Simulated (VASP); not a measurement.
Input of a VASP 6.6.1 run:

Contents of INCAR:

```
PREC     = Accurate       # precision mode
ENCUT    = 600            # plane-wave cutoff, eV
EDIFF    = 1E-6           # SCF threshold, eV
ISMEAR   = -1             # smearing method
SIGMA    = 0.02           # smearing width, eV
LREAL    = F              # projectors in reciprocal space
LASPH    = T              # aspherical terms in the spheres
NELM     = 60             # most SCF steps
ALGO     = Normal         # electronic algorithm
ISIF     = 3              # what is computed and relaxed
LWAVE    = F              # write WAVECAR
LCHARG   = F              # write CHGCAR
GGA      = PS             # functional
IBRION   = 2              # ionic algorithm
NSW      = 80             # ionic steps
EDIFFG   = -0.005         # ionic threshold
```

Contents of KPOINTS:

```
regular mesh
0
Gamma
  10 10 10
```

POSCAR

```
MgO
1.0
    0.0000000000      2.1268522615      2.1268522615
    2.1268522615      0.0000000000      2.1268522615
    2.1268522615      2.1268522615      0.0000000000
Mg O
1 1
Direct
    0.0000000000      0.0000000000      0.0000000000
    0.5000000000      0.5000000000      0.5000000000
```

Potentials or basis: VASP PAW PBE potentials, release 64 (Mg, O).

Run with:

```console
$ cat potpaw_PBE.64/Mg/POTCAR potpaw_PBE.64/O/POTCAR > POTCAR
$ mpirun -np 1 vasp_std > vasp.out
```

(1) Predict the relaxed cell.

(2) Predict the relaxed volume.

Results:

(1) a = 2.975 Å, b = 2.975 Å, c = 2.975 Å, α = 60.00°, β = 60.00°, γ = 60.00°.

(2) 9.31 Å³/atom.

Caveat: the PAW data sets were made with another functional, which shifts forces and pressure a little.
